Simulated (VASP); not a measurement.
Input of a VASP 6.6.1 run:

The input INCAR:

```
  PREC = Accurate
  ENCUT = 500
  EDIFF = 1E-6
  ISMEAR = 0
  SIGMA = 0.01
  LREAL = False
  LASPH = True
  NELM = 120
  ALGO = Normal
  ISIF = 2
  LWAVE = False
  LCHARG = False
  GGA = PE
  NBANDS = 11
  GGA_COMPAT = False
```

File KPOINTS:

```
Automatic mesh
0
Gamma
  6 6 6
```

The input POSCAR:

```
AlP
1.0
    0.0000000000      2.7255000000      2.7255000000
    2.7255000000      0.0000000000      2.7255000000
    2.7255000000      2.7255000000      0.0000000000
Al P
1 1
Direct
    0.0000000000      0.0000000000      0.0000000000
    0.7500000000      0.7500000000      0.7500000000
```

Potentials or basis: VASP PAW PBE potentials, release 64 (Al, P).

Run with:

```bash
$ cat potpaw_PBE.64/Al/POTCAR potpaw_PBE.64/P/POTCAR > POTCAR
$ mpirun -np 1 vasp_std > vasp.out
```

Problem. Predict the pressure.

Solution. 2.7 GPa.

Problem. What does it give for the band gap on the k mesh?

Solution. 1.57 eV (least direct gap 3.35 eV).

A k mesh can miss the band edges. Expect the measured gap to be larger: semilocal functionals such as PBE lack the derivative discontinuity.
